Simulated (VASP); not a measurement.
# Al2Ru (I4/mmm) in VASP: notebook

The runs below take Al2Ru through single point, with r2SCAN.

All numbers are computed with VASP 6.6.1; they aren't measurements. Logs are shortened: lines on timing, memory, paths and dates and some standing lists are left out, and cuts for length are marked.

## (1) The cell of the first run

Symmetry: I4/mmm, No. 139, tetragonal system. Conventional cell: a = 2.848 Å, b = 2.848 Å, c = 7.715 Å, α = 90.00°, β = 90.00°, γ = 90.00°. Al (site symmetry 4mm) has 5 Ru at 2.38 to 2.60 Å and 9 Al at 2.42 to 2.85 Å within 3.1 Å. Ru (site symmetry 4/mmm) has 10 Al at 2.38 to 2.60 Å and 4 Ru at 2.85 Å within 3.1 Å.

## (2) Single point, r2SCAN

POSCAR reads:

```
Al2Ru
1.0
   -1.4239817256      1.4239817256      3.8573919339
    1.4239817256     -1.4239817256      3.8573919339
    1.4239817256      1.4239817256     -3.8573919339
Al Ru
2 1
Direct
    0.6633828248      0.6633828248      0.0000000000
    0.3366171752      0.3366171752      0.0000000000
    0.0000000000      0.0000000000      0.0000000000
```

INCAR.step1 reads:

```
ALGO = Normal ; EDIFF = 1E-4
ENCUT = 520 ; GGA = PE
ISMEAR = 0 ; LASPH = True
LCHARG = False ; LREAL = False
LWAVE = True ; NBANDS = 17
NELM = 60 ; PREC = Accurate
SIGMA = 0.1
```

INCAR.step2 reads:

```
ALGO = Normal ; EDIFF = 1E-7
ENCUT = 520 ; ISIF = 2
ISMEAR = 0 ; ISTART = 1
LASPH = True ; LCHARG = False
LMIXTAU = True ; LREAL = False
LWAVE = False ; METAGGA = R2SCAN
NBANDS = 17 ; NELM = 60
PREC = Accurate ; SIGMA = 0.1
```

KPOINTS reads:

```
k-points
0
Gamma
  20 20 20
```

Potentials or basis: VASP PAW PBE potentials, release 64 (Al, Ru_pv).

Run with:

```bash
cat potpaw_PBE.64/Al/POTCAR potpaw_PBE.64/Ru_pv/POTCAR > POTCAR
cp INCAR.step1 INCAR
mpirun -np 1 vasp_std > vasp.out
cp INCAR.step2 INCAR
mpirun -np 1 vasp_std > vasp.out
```

OUTCAR:

```text
EDIFF = 1E-7
   ENCUT = 520
   ISIF = 2
   ISMEAR = 0
   ISTART = 1
   LASPH = True
   LREAL = False
   METAGGA = R2SCAN
   NELM = 60
   PREC = Accurate

 ion  position               nearest neighbor table
   1  0.663  0.663  0.000-   3 2.38   3 2.38   3 2.38   3 2.38   2 2.42   2 2.42   2 2.42   2 2.42
                             2 2.52   3 2.60
   2  0.337  0.337  0.000-   3 2.38   3 2.38   3 2.38   3 2.38   1 2.42   1 2.42   1 2.42   1 2.42
                             1 2.52   3 2.60
   3  0.000  0.000  0.000-   1 2.38   1 2.38   1 2.38   2 2.38   1 2.38   2 2.38   2 2.38   2 2.38
                             1 2.60   2 2.60

  LATTYP: Found a body centered tetragonal cell.
 ALAT       =     2.8479634512
 C/A-ratio  =     2.7088774136

  Lattice vectors:

 A1 = (  -1.4239817256,   1.4239817256,   3.8573919339)
 A2 = (   1.4239817256,  -1.4239817256,   3.8573919339)
 A3 = (   1.4239817256,   1.4239817256,  -3.8573919339)

Analysis of symmetry for initial positions (statically):
=====================================================================
 Subroutine PRICEL returns:
 Original cell was already a primitive cell.

 Routine SETGRP: Setting up the symmetry group for a
 body centered tetragonal supercell.

 Subroutine GETGRP returns: Found 16 space group operations
 (whereof 16 operations were pure point group operations)
 out of a pool of 16 trial point group operations.

The static configuration has the point symmetry D_4h.

Analysis of symmetry for dynamics (positions and initial velocities):
=====================================================================
 Subroutine PRICEL returns:
 Original cell was already a primitive cell.

 Routine SETGRP: Setting up the symmetry group for a
 body centered tetragonal supercell.

 Subroutine GETGRP returns: Found 16 space group operations
 (whereof 16 operations were pure point group operations)
 out of a pool of 16 trial point group operations.

The dynamic configuration has the point symmetry D_4h.

 Subroutine INISYM returns: Found 16 space group operations
 (whereof 16 operations are pure point group operations),
 and found     1 'primitive' translations

----------------------------------------------------------------------------------------

                                     Primitive cell

  volume of cell :      31.2869

  direct lattice vectors                    reciprocal lattice vectors
    -1.423981726  1.423981726  3.857391934     0.000000000  0.351128102  0.129621259
     1.423981726 -1.423981726  3.857391934     0.351128102  0.000000000  0.129621259
     1.423981726  1.423981726 -3.857391934     0.351128102  0.351128102  0.000000000

  length of vectors
     4.351427403  4.351427403  4.351427403     0.374289480  0.374289480  0.496570123

  position of ions in fractional coordinates (direct lattice)
     0.663382825  0.663382825  0.000000000
     0.336617175  0.336617175  0.000000000
     0.000000000  0.000000000  0.000000000

  ion indices of the primitive-cell ions
   primitive index   ion index
                 1           1
                 2           2
                 3           3

----------------------------------------------------------------------------------------

 KPOINTS: k-points

Automatic generation of k-mesh.
 Grid dimensions read from file:
 generate k-points for:   20   20   20

 Generating k-lattice:

  Cartesian coordinates                     Fractional coordinates (reciprocal lattice)
     0.000000000  0.017556405  0.006481063     0.050000000  0.000000000  0.000000000
     0.017556405  0.000000000  0.006481063     0.000000000  0.050000000  0.000000000
     0.017556405  0.017556405  0.000000000     0.000000000  0.000000000  0.050000000

  Length of vectors
     0.018714474  0.018714474  0.024828506

  Shift w.r.t. Gamma in fractional coordinates (k-lattice)
     0.000000000  0.000000000  0.000000000

 Subroutine IBZKPT returns following result:
 ===========================================

 Found    641 irreducible k-points:

 Following reciprocal coordinates:
            Coordinates               Weight
  0.000000  0.000000  0.000000      1.000000
  0.050000  0.000000  0.000000      8.000000
  0.100000 -0.000000  0.000000      8.000000
  0.150000  0.000000  0.000000      8.000000
  0.200000 -0.000000  0.000000      8.000000
  0.250000  0.000000  0.000000      8.000000
[... 16 lines left out ...]
 -0.400000  0.050000 -0.000000     16.000000
 -0.350000  0.050000  0.000000     16.000000
 [... further k-points ...]
   k-points           NKPTS =    641   k-points in BZ     NKDIM =    641   number of bands    NBANDS=     17
   number of dos      NEDOS =    301   number of ions     NIONS =      3
   total plane-waves  NPLWV =  32768
   dimension x,y,z NGX =    32 NGY =   32 NGZ =   32
   dimension x,y,z NGXF=    64 NGYF=   64 NGZF=   64
   ions per type =               2   1
   NGX,Y,Z   is equivalent  to a cutoff of  12.23, 12.23, 12.23 a.u.
   NGXF,Y,Z  is equivalent  to a cutoff of  24.45, 24.45, 24.45 a.u.
 SYSTEM =  unknown system
   PREC   = accura    normal or accurate (medium, high low for compatibility)
   ISTART =      1    job   : 0-new  1-cont  2-samecut
   ICHARG =      0    charge: 1-file 2-atom 10-const
   ISPIN  =      1    spin polarized calculation?
   LNONCOLLINEAR =      F non collinear calculations
   LSORBIT =      F    spin-orbit coupling
   LASPH  =      T    aspherical Exc in radial PAW
   ENCUT  =  520.0 eV  38.22 Ry    6.18 a.u.   8.09  8.09  8.09*2*pi/ulx,y,z
   NELM   =     60;   NELMIN=  2; NELMDL=  0     # of ELM steps
   EDIFF  = 0.1E-06   stopping-criterion for ELM
   LREAL  =      F    real-space projection
   EDIFFG = 0.1E-05   stopping-criterion for IOM
   NSW    =      0    number of steps for IOM
   IBRION =     -1    ionic relax: 0-MD 1-quasi-New 2-CG
   NFREE  =      0    steps in history (QN), initial steepest desc. (CG)
   ISIF   =      2    stress and relaxation
   ISYM   =      2    0-nonsym 1-usesym 2-fastsym
   POTIM  = 0.5000    time-step for ionic-motion
   TEBEG  =    0.0;   TEEND  =   0.0 temperature during run
   PSTRESS=    0.0 pullay stress
   NELECT =      20.0000    total number of electrons
   NUPDOWN=      -1.0000    fix difference up-down
   EMIN   =  10.00;   EMAX   =-10.00  energy-range for DOS
   EFERMI =   0.00;   METHOD = LEGACY
   ISMEAR =     0;   SIGMA  =   0.10  broadening in eV -4-tet -1-fermi 0-gaus
   EFERMI_NEDOS =   21; number of points for ismear=-14 and -15
   IALGO  =     38    algorithm
   IMIX   =      4    mixing-type and parameters
     AMIX     =   0.40;   BMIX     =  1.00
     AMIX_MAG =   1.60;   BMIX_MAG =  1.00
  volume/ion in A,a.u.               =      10.43        70.38
  Fermi-wavevector in a.u.,A,eV,Ry     =   1.410254  2.664993 27.059484  1.988816
  Thomas-Fermi vector in A             =   2.532226
   LORBIT       =      0    0 simple, 1 ext, 2 COOP (PROOUT), +10 PAW based schemes
   METAGGA = R2SCAN    functional components
   LHFCALC =     F    Hartree Fock is set to
   AEXX    =    0.0000 exact exchange contribution
   IVDW    =     0    specifies the selected vdW correction
   LEPSILON=     F    determine dielectric tensor
   LRPA    =     F    only Hartree local field effects (RPA)
 non-spin polarized calculation
 Gauss-broadening in eV      SIGMA  =   0.10
  energy-cutoff  :      520.00
  volume of cell :       31.29
 maximum number of plane-waves:       866
   NGX = 17   NGY = 17   NGZ = 17

 number of electron      20.0000002 magnetization

 Free energy of the ion-electron system (eV)
  ---------------------------------------------------
  ext. energy  EPLUGINS =         0.00000000
  ---------------------------------------------------
  free energy    TOTEN  =       -38.98435213 eV

  energy without entropy =      -38.98361871  energy(sigma->0) =      -38.98398542

 E-fermi :  14.7467     XC(G=0): -14.3088

 val. band max:       14.7134615173   @ k =   0.5000   0.5000   0.2000
 cond. band min:      14.7601725953   @ k =  -0.4500  -0.4500   0.1500
 fundamental gap:      0.0467110780
 Fermi energy:        14.7467257534

 k-point     1 :       0.0000    0.0000    0.0000
  band No.  band energies     occupation
      1     -29.6427      2.00000
      2     -29.5539      2.00000
      3     -29.5539      2.00000
      4       1.1447      2.00000
      5       7.2767      2.00000
      6       9.1495      2.00000
[... 9 lines left out ...]
     16      22.9376      0.00000
     17      24.1958      0.00000

 k-point     2 :       0.0500    0.0000    0.0000
  band No.  band energies     occupation
      1     -29.6417      2.00000
      2     -29.5641      2.00000
      3     -29.5530      2.00000
      4       1.2061      2.00000
      5       7.3169      2.00000
      6       9.1797      2.00000
[... 9 lines left out ...]
     16      23.2215      0.00000
     17      24.1960      0.00000

 k-point     3 :       0.1000   -0.0000    0.0000
  band No.  band energies     occupation
      1     -29.6387      2.00000
      2     -29.5936      2.00000
      3     -29.5503      2.00000
      4       1.3886      2.00000
      5       7.4325      2.00000
      6       9.2669      2.00000
[... 9 lines left out ...]
     16      23.7745      0.00000
     17      24.1965      0.00000

 k-point     4 :       0.1500    0.0000    0.0000
  band No.  band energies     occupation
      1     -29.6394      2.00000
      2     -29.6339      2.00000
      3     -29.5462      2.00000
      4       1.6875      2.00000
      5       7.6077      2.00000
      6       9.3930      2.00000
[... 9 lines left out ...]
     16      24.1967      0.00000
     17      24.5227      0.00000

 k-point     5 :       0.2000   -0.0000    0.0000
  band No.  band energies     occupation
      1     -29.6965      2.00000
      2     -29.6281      2.00000
      3     -29.5411      2.00000
      4       2.0950      2.00000
      5       7.8125      2.00000
      6       9.4676      2.00000
[... 9 lines left out ...]
     16      24.1969      0.00000
     17      25.4192      0.00000

 k-point     6 :       0.2500    0.0000    0.0000
  band No.  band energies     occupation
      1     -29.7594      2.00000
      2     -29.6215      2.00000
      3     -29.5354      2.00000
      4       2.5999      2.00000
      5       7.9896      2.00000
      6       9.2337      2.00000
[... 9 lines left out ...]
     16      24.1970      0.00000
     17      26.3887      0.00000

 k-point     7 :       0.3000    0.0000    0.0000
  band No.  band energies     occupation
      1     -29.8219      2.00000
      2     -29.6149      2.00000
      3     -29.5296      2.00000
      4       3.1874      2.00000
      5       8.0240      2.00000
      6       8.9706      2.00000
[... 9 lines left out ...]
     16      24.1971      0.00000
     17      27.2091      0.00000

 k-point     8 :       0.3500    0.0000    0.0000
  band No.  band energies     occupation
      1     -29.8777      2.00000
      2     -29.6089      2.00000
      3     -29.5244      2.00000
      4       3.8365      2.00000
      5       7.8281      2.00000
      6       8.8539      2.00000
[... 9 lines left out ...]
     16      24.4005      0.00000
     17      27.0986      0.00000
[... 203 lines left out ...]
      1     -29.9205      2.00000
      2     -29.6034      2.00000
      3     -29.5301      2.00000
      4       4.6215      2.00000
      5       7.5355      2.00000
      6       8.6598      2.00000
[... 9 lines left out ...]
     16      24.8557      0.00000
     17      26.6625      0.00000

 k-point    20 :       0.4500    0.0500    0.0000
  band No.  band energies     occupation
      1     -29.9486      2.00000
      2     -29.6003      2.00000
      3     -29.5274      2.00000
      4       5.2211      2.00000
      5       7.1334      2.00000
      6       8.5331      2.00000
[... 9 lines left out ...]
     16      24.7524      0.00000
     17      26.5134      0.00000

 k-point    21 :       0.5000    0.0500   -0.0000
  band No.  band energies     occupation
      1     -29.9583      2.00000
      2     -29.5991      2.00000
      3     -29.5265      2.00000
      4       5.4967      2.00000
      5       6.8653      2.00000
      6       8.5551      2.00000
[... 9 lines left out ...]
     16      24.6325      0.00000
     17      26.4842      0.00000

 k-point    22 :      -0.4500    0.0500   -0.0000
  band No.  band energies     occupation
      1     -29.9486      2.00000
      2     -29.6000      2.00000
      3     -29.5274      2.00000
      4       5.1389      2.00000
      5       7.0760      2.00000
      6       8.7189      2.00000
[... 9 lines left out ...]
     16      24.6377      0.00000
     17      26.4353      0.00000

 k-point    23 :      -0.4000    0.0500   -0.0000
  band No.  band energies     occupation
      1     -29.9205      2.00000
      2     -29.6029      2.00000
      3     -29.5301      2.00000
      4       4.4954      2.00000
      5       7.4713      2.00000
      6       8.9075      2.00000
[... 9 lines left out ...]
     16      24.7434      0.00000
     17      26.5124      0.00000

 k-point    24 :      -0.3500    0.0500    0.0000
  band No.  band energies     occupation
      1     -29.8765      2.00000
      2     -29.6075      2.00000
      3     -29.5342      2.00000
      4       3.8143      2.00000
      5       7.8619      2.00000
      6       8.9674      2.00000
[... 9 lines left out ...]
     16      24.7870      0.00000
     17      26.7071      0.00000

 [... further k-points ...]

------------------------ aborting loop because EDIFF is reached ----------------------------------------

  FORCE on cell =-STRESS in cart. coord.  units (eV):
  Direction    XX          YY          ZZ          XY          YZ          ZX
  --------------------------------------------------------------------------------------
  -------------------------------------------------------------------------------------
  Total       17.6715929     17.6715929     17.6248097      0.0000000     -0.0000000      0.0000000
  in kB      904.9481327    904.9481327    902.5524072      0.0000000     -0.0000000      0.0000000
  external PRESSURE =     904.1495575 kB  Pullay stress =       0.0000000 kB

 VOLUME and BASIS-vectors are now :
 -----------------------------------------------------------------------------
  energy-cutoff  :      520.00
  volume of cell :       31.29
      direct lattice vectors                 reciprocal lattice vectors
    -1.423981726  1.423981726  3.857391934     0.000000000  0.351128102  0.129621259
     1.423981726 -1.423981726  3.857391934     0.351128102  0.000000000  0.129621259
     1.423981726  1.423981726 -3.857391934     0.351128102  0.351128102  0.000000000

 POSITION                                       TOTAL-FORCE (eV/Angst)
 -----------------------------------------------------------------------------------
      0.00000      0.00000      5.11786        -0.000000     -0.000000      0.019258
      0.00000      0.00000      2.59693         0.000000      0.000000     -0.019258
      0.00000      0.00000      0.00000        -0.000000     -0.000000     -0.000000
 -----------------------------------------------------------------------------------
    total drift:                               -0.000000     -0.000000     -0.000000

  FREE ENERGIE OF THE ION-ELECTRON SYSTEM (eV)
  ---------------------------------------------------
  free  energy   TOTEN  =       -38.9843521252 eV

  energy  without entropy=      -38.9836187144  energy(sigma->0) =      -38.98398542
```

It took 9.2 min on 1 thread of Intel Xeon 6975P-C (Granite Rapids), shared host; peak memory 0.45 GiB.

What came out:

* Free energy: -38.9844 eV
* Pressure: 90.4 GPa
* Largest force: 0.019 eV/Å
* Band gap on the k mesh: zero (bands 10 and 11 overlap by 0.13 eV)

Forces in eV/Å, atoms in the order of the input:
```
Al   0.000  0.000  0.019
Al   0.000  0.000 -0.019
Ru   0.000  0.000  0.000
```

Caveat: the cell stands under pressure; the PAW data sets were made with another functional, which shifts forces and pressure a little.

[end of part 1 of 2]
